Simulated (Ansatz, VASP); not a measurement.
**Tl: VASP beside Ansatz**

```
CELL_PARAMETERS angstrom
-1.98654 1.98654 1.98486
1.98654 -1.98654 1.98486
1.98654 1.98654 -1.98486
ATOMIC_POSITIONS crystal
Tl 0.00000 0.00000 0.00000
```

Alike in both runs: task relaxation of cell and atoms; functional PBE; k mesh 14 × 14 × 14; occupations gaussian, width 0.1 eV; no spin polarisation.

|  | VASP | Ansatz |
| --- | --- | --- |
| version | VASP 6.6.1 | Ansatz 0.2.0 |
| potentials or method | VASP PAW PBE potentials, release 64 (Tl_d), cutoff 600 eV | scalar-relativistic, plane waves, PAW |
| valence electrons in the cell | 13 | 13 |

```csv
,VASP,Ansatz,Ansatz less VASP
"gap on the k mesh at the Fermi level, each at its own relaxed structure (eV)",none,none,-
relaxed volume (Å³/atom),31.33,31.33,0.000
relaxed cell length with the largest relative difference (Å),3.440,3.440,0.0000
```

A gap of «none» marks a metal or a gap that the smearing closes.

Neither program's run includes spin-orbit coupling. Noted on VASP's run: the relaxation stopped at its first step, so nothing moved.
